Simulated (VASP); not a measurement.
Here is a VASP 6.6.1 calculation.

File INCAR:

```
SYSTEM = Si
PREC = Accurate
ENCUT = 520
EDIFF = 1E-6
ISMEAR = -1
SIGMA = 0.05
LREAL = .FALSE.
LASPH = .TRUE.
NELM = 60
ALGO = Normal
ISIF = 2
LWAVE = .FALSE.
LCHARG = .FALSE.
GGA = PE
NBANDS = 26
```

KPOINTS

```
regular mesh
0
G
  6 6 5
  0 0 0
```

POSCAR

```
Si
1.0
    3.9843000000     -2.3879500000      0.0000000000
    3.9843000000      2.3879500000      0.0000000000
    0.0000000000      0.0000000000      4.7546000000
Si
8
Direct
    0.8280000000      0.1720000000      0.3280000000
    0.6720000000      0.3280000000      0.8280000000
    0.1720000000      0.8280000000      0.6720000000
    0.3280000000      0.6720000000      0.1720000000
    0.2190000000      0.2190000000      0.0000000000
    0.2810000000      0.2810000000      0.5000000000
    0.7810000000      0.7810000000      0.0000000000
    0.7190000000      0.7190000000      0.5000000000
```

Potentials or basis: VASP PAW PBE potentials, release 64 (Si).

Launch:

```console
$ cat potpaw_PBE.64/Si/POTCAR > POTCAR
$ mpirun -np 1 vasp_std > vasp.out
```

(1) Predict the largest force.

(2) What does it give for the pressure?

Results:

(1) 0.263 eV/Å.

(2) 41.4 GPa.
